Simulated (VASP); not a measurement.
# TePb in VASP: settings compared, part 2 of 2

VASP 6.6.1. Earlier steps stand in the parts before.

## (4) Single point, r2SCAN (shear xy strain +4.0%)

Contents of POSCAR:

```
TePb
1.0
    0.0653567368      3.2678368377      3.2678368377
    3.2678368377      0.0653567368      3.2678368377
    3.3331935744      3.3331935744     -0.0000000001
Pb Te
1 1
Direct
    0.0000000000      0.0000000000      0.0000000000
    0.5000000000      0.5000000000      0.5000000000
```

Contents of INCAR.step1:

```
SYSTEM = TePb
PREC     = Accurate       ! precision mode
ENCUT    = 520            ! plane-wave cutoff, eV
ISMEAR   = 0              ! smearing method
SIGMA    = 0.01           ! smearing width, eV
LREAL    = .False.        ! projectors in reciprocal space
LASPH    = .True.         ! aspherical terms in the spheres
NELM     = 100            ! most SCF steps
NBANDS   = 17             ! bands
GGA      = PE             ! functional
ALGO     = Normal         ! electronic algorithm
EDIFF    = 1E-4           ! SCF threshold, eV
LWAVE    = .True.         ! write WAVECAR
LCHARG   = .False.        ! write CHGCAR
```

Contents of INCAR.step2:

```
SYSTEM = TePb
PREC     = Accurate       ! precision mode
ENCUT    = 520            ! plane-wave cutoff, eV
EDIFF    = 1E-6           ! SCF threshold, eV
ISMEAR   = 0              ! smearing method
SIGMA    = 0.01           ! smearing width, eV
LREAL    = .False.        ! projectors in reciprocal space
LASPH    = .True.         ! aspherical terms in the spheres
NELM     = 100            ! most SCF steps
ALGO     = Normal         ! electronic algorithm
ISIF     = 2              ! what is computed and relaxed
LWAVE    = .False.        ! write WAVECAR
LCHARG   = .True.         ! write CHGCAR
METAGGA  = R2SCAN         ! meta-GGA
LMIXTAU  = .True.       
LELF     = .True.         ! ELF
LVHAR    = .True.       
NBANDS   = 17             ! bands
ISTART   = 1
```

Contents of KPOINTS:

```
regular mesh
0
Gamma
  8 8 8
  0 0 0
```

Potentials or basis: VASP PAW PBE potentials, release 64 (Pb_d, Te).

Started as:

```
$ cat potpaw_PBE.64/Pb_d/POTCAR potpaw_PBE.64/Te/POTCAR > POTCAR
$ cp INCAR.step1 INCAR
$ mpirun -np 1 vasp_std > vasp.out
$ cp INCAR.step2 INCAR
$ mpirun -np 1 vasp_std > vasp.out
```

OUTCAR:

```text
SYSTEM = TePb
   PREC = Accurate
   ENCUT = 520
   EDIFF = 1E-6
   ISMEAR = 0
   LREAL = .False.
   LASPH = .True.
   NELM = 100
   ISIF = 2
   METAGGA = R2SCAN
   ISTART = 1

 ion  position               nearest neighbor table
   1  0.000  0.000  0.000-   2 3.27   2 3.27   2 3.27   2 3.27   2 3.27   2 3.27
   2  0.500  0.500  0.500-   1 3.27   1 3.27   1 3.27   1 3.27   1 3.27   1 3.27

  LATTYP: Found a body centered orthorhombic cell.
 ALAT       =     4.5289907919
 B/A-ratio  =     1.0408163265
 C/A-ratio  =     1.4430750637

  Lattice vectors:

 A1 = (   3.2678368376,   0.0653567367,  -3.2678368378)
 A2 = (  -3.2678368377,  -0.0653567368,  -3.2678368377)
 A3 = (   0.0653567368,   3.2678368377,   3.2678368377)

Analysis of symmetry for initial positions (statically):
=====================================================================
 Subroutine PRICEL returns:
 Original cell was already a primitive cell.

 Routine SETGRP: Setting up the symmetry group for a
 body centered orthorhombic supercell.

 Subroutine GETGRP returns: Found  8 space group operations
 (whereof  8 operations were pure point group operations)
 out of a pool of  8 trial point group operations.
[... 163 lines left out ...]

 E-fermi :   5.2936     XC(G=0):  -9.6551

 val. band max:        5.1611081277   @ k =   0.0000   0.0000   0.5000
 cond. band min:       6.0324805764   @ k =   0.5000  -0.0000  -0.0000
 fundamental gap:      0.8713724486
 Fermi energy:         5.2935909211

 k-point     1 :       0.0000    0.0000    0.0000
  band No.  band energies     occupation
      1     -12.2484      2.00000
      2     -12.2458      2.00000
      3     -12.2383      2.00000
      4     -12.2350      2.00000
      5     -12.2348      2.00000
      6      -7.1491      2.00000
[... 457 lines left out ...]
      4     -12.2296      2.00000
      5     -12.2284      2.00000
      6      -6.6615      2.00000
[... 9 lines left out ...]
     16      13.1050      0.00000
     17      14.5590      0.00000

 [... further k-points ...]

------------------------ aborting loop because EDIFF is reached ----------------------------------------

  FORCE on cell =-STRESS in cart. coord.  units (eV):
  Direction    XX          YY          ZZ          XY          YZ          ZX
  --------------------------------------------------------------------------------------
  -------------------------------------------------------------------------------------
  Total       -0.0048386     -0.0048386     -0.0187865     -0.2688382      0.0000000      0.0000000
  in kB       -0.1111206     -0.1111206     -0.4314389     -6.1739664      0.0000000      0.0000000
  external PRESSURE =      -0.2178934 kB  Pullay stress =       0.0000000 kB

 VOLUME and BASIS-vectors are now :
 -----------------------------------------------------------------------------
  energy-cutoff  :      520.00
  volume of cell :       69.76
      direct lattice vectors                 reciprocal lattice vectors
     0.065356737  3.267836838  3.267836838    -0.156128995  0.156128995  0.153006415
     3.267836838  0.065356737  3.267836838     0.156128995 -0.156128995  0.153006415
     3.333193574  3.333193574 -0.000000000     0.150006289  0.150006289 -0.153006415

 POSITION                                       TOTAL-FORCE (eV/Angst)
 -----------------------------------------------------------------------------------
      0.00000      0.00000      0.00000         0.000000     -0.000000     -0.000000
      3.33319      3.33319      3.26784        -0.000000      0.000000      0.000000
 -----------------------------------------------------------------------------------
    total drift:                               -0.000000      0.000000      0.000000

  FREE ENERGIE OF THE ION-ELECTRON SYSTEM (eV)
  ---------------------------------------------------
  free  energy   TOTEN  =       -82.7007535328 eV

  energy  without entropy=      -82.7007535328  energy(sigma->0) =      -82.70075353
```

OSZICAR.step1:

```text
N       E                     dE             d eps       ncg     rms          rms(c)
DAV:   1     0.151195836073E+03    0.15120E+03   -0.90536E+03  3230   0.113E+03
DAV:   2     0.282436353634E+01   -0.14837E+03   -0.14370E+03  3428   0.293E+02
DAV:   3    -0.737176400142E+01   -0.10196E+02   -0.10113E+02  4204   0.831E+01
DAV:   4    -0.764322758698E+01   -0.27146E+00   -0.27133E+00  4101   0.154E+01
DAV:   5    -0.765403679193E+01   -0.10809E-01   -0.10809E-01  4694   0.272E+00    0.309E+00
DAV:   6    -0.751744944478E+01    0.13659E+00   -0.30649E-01  4628   0.373E+00    0.189E+00
DAV:   7    -0.751383300380E+01    0.36164E-02   -0.88758E-02  4078   0.139E+00    0.905E-01
DAV:   8    -0.751605169309E+01   -0.22187E-02   -0.10508E-02  3883   0.103E+00    0.153E-01
DAV:   9    -0.751584329449E+01    0.20840E-03   -0.15776E-03  4526   0.408E-01    0.670E-02
DAV:  10    -0.751588964955E+01   -0.46355E-04   -0.17557E-04  3479   0.955E-02
   1 F= -.75158896E+01 E0= -.75158896E+01  d E =-.223251E-54
```

It took 5.3 min on 1 thread of Intel Xeon 8259CL, shared host; peak memory 0.3 GiB.

What came out:

| Property | Result |
| --- | --- |
| Free energy | -82.7008 eV |
| Pressure | 0.0 GPa |
| Band gap on the k mesh | 0.87 eV (least direct gap 1.05 eV) |

Stress tensor (GPa, compression positive):
```
-0.01 -0.62  0.00
-0.62 -0.01  0.00
 0.00  0.00 -0.04
```

Caveat: the cell differs from its parent crystal (shear xy strain +4.0%); the structure was generated, so it needn't be the stable form of TePb; the PAW data sets were made with another functional, which shifts forces and pressure a little; spin-orbit coupling is left out, which moves the levels of the heavy elements. A k mesh can miss the band edges.

## (5) Summary

```csv
level,cell,smearing,gap on the mesh (eV),pressure (GPa)
PBE,"a = 4.622, b = 4.622, c = 4.714 Å, angles 59.3, 59.3, 58.7°, 2 atoms",fermi-dirac 0.02 eV,0.61,0.6
r2SCAN,"a = 4.637 Å, angles 59.1°, 2 atoms",gaussian 0.01 eV,0.93,0.4
r2SCAN,"a = 4.622, b = 4.622, c = 4.714 Å, angles 59.3, 59.3, 58.7°, 2 atoms",gaussian 0.01 eV,0.87,0.0
```

Alike in all rows: task single point; potentials or basis VASP PAW PBE potentials, release 64 (Pb_d, Te); no spin polarisation; k mesh 8 × 8 × 8; cutoff (eV) 520.

Caveats: the structure was generated, so it needn't be the stable form of TePb; spin-orbit coupling is left out, which moves the levels of the heavy elements; the PAW data sets were made with another functional, which shifts forces and pressure a little (at least some runs).

Total energies depend on the potentials used, so only differences within one code and one set of settings carry meaning.
